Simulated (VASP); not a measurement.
A run of VASP 6.6.1:

Contents of INCAR:

```
SYSTEM = Ge
PREC     = Accurate       ! precision mode
ENCUT    = 520            ! plane-wave cutoff, eV
EDIFF    = 1E-6           ! SCF threshold, eV
ISMEAR   = -1             ! smearing method
SIGMA    = 0.05           ! smearing width, eV
LREAL    = .False.        ! projectors in reciprocal space
LASPH    = .True.         ! aspherical terms in the spheres
NELM     = 60             ! most SCF steps
ALGO     = Normal         ! electronic algorithm
ISIF     = 2              ! what is computed and relaxed
LWAVE    = .False.        ! write WAVECAR
LCHARG   = .False.        ! write CHGCAR
GGA      = PS             ! functional
NBANDS   = 21             ! bands
```

The input KPOINTS:

```
regular mesh
0
Gamma
  11 11 11
  0 0 0
```

Contents of POSCAR:

```
Ge
1.0
   -2.4958980000      2.6508630000      1.4369470000
    2.4958980000     -2.6508630000      1.4369470000
    2.4958980000      2.6508630000     -1.4369470000
Ge
2
Direct
    0.3140570000      0.0640570000      0.2500000000
    0.6859430000      0.9359430000      0.7500000000
```

Potentials or basis: VASP PAW PBE potentials, release 64 (Ge_d).

The run is started by

```bash
$ cat potpaw_PBE.64/Ge_d/POTCAR > POTCAR
$ mpirun -np 1 vasp_std > vasp.out
```

Hardware: 1 thread of Intel(R) Xeon(R) Platinum 8488C (Sapphire Rapids), with other jobs on the host.

Question: How long does it take, and how much memory?

Answer: It took 98 s on 1 thread of Intel(R) Xeon(R) Platinum 8488C (Sapphire Rapids), on a shared host, peak memory 0.26 GiB. Counts: scf iterations 10, k points 216.
